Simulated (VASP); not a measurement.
Write the native input for VASP 6.6.1 that does the following.

* Task: single point
* Functional: PBE
* Potentials or basis: VASP PAW PBE potentials, release 64 (Ba_sv, Hf_pv, O)
* Cutoff: 520 eV
* k mesh: 4 × 4 × 4
* Occupations: methfessel-paxton, width 0.2 eV
* Spin: no spin polarisation
* Dipole correction: no
* Further INCAR settings: ALGO = Normal; EDIFF = 1e-06; NBANDS = 27

The structure of BaHfO3 lies in POSCAR:

```
BaHfO3
1.0
    4.1770517754      0.0000000000      0.0000000000
    0.0000000000      4.1770517754      0.0000000000
    0.0000000000      0.0000000000      4.1770487585
Ba Hf O
1 1 3
Direct
    0.5000000000      0.5000000000      0.9979971537
    0.0000000000      0.0000000000      0.4979944541
    0.0000000000      0.5000000000      0.4980131360
    0.5000000000      0.0000000000      0.4980131360
    0.0000000000      0.0000000000      0.9980039101
```

One way to write it, as run:

INCAR

```
SYSTEM = BaHfO3
PREC = Accurate
ENCUT = 520
EDIFF = 1E-6
ISMEAR = 1
SIGMA = 0.2
LREAL = .False.
LASPH = .True.
NELM = 100
ALGO = Normal
ISIF = 2
LWAVE = .False.
LCHARG = .False.
GGA = PE
NBANDS = 27
```

KPOINTS

```
Automatic mesh
0
Gamma
  4 4 4
  0 0 0
```

Potentials or basis: VASP PAW PBE potentials, release 64 (Ba_sv, Hf_pv, O).

Command:

```console
$ cat potpaw_PBE.64/Ba_sv/POTCAR potpaw_PBE.64/Hf_pv/POTCAR potpaw_PBE.64/O/POTCAR > POTCAR
$ mpirun -np 1 vasp_std > vasp.out
```

It gave:

* Pressure: 2.9 GPa
* Band gap on the k mesh: 3.57 eV, indirect (least direct gap 3.79 eV)

Caveat: spin-orbit coupling is left out, which moves the levels of the heavy elements.

Wall time 28 s on 1 thread of Intel Xeon 6975P-C (shared host), peak memory 0.2 GiB.
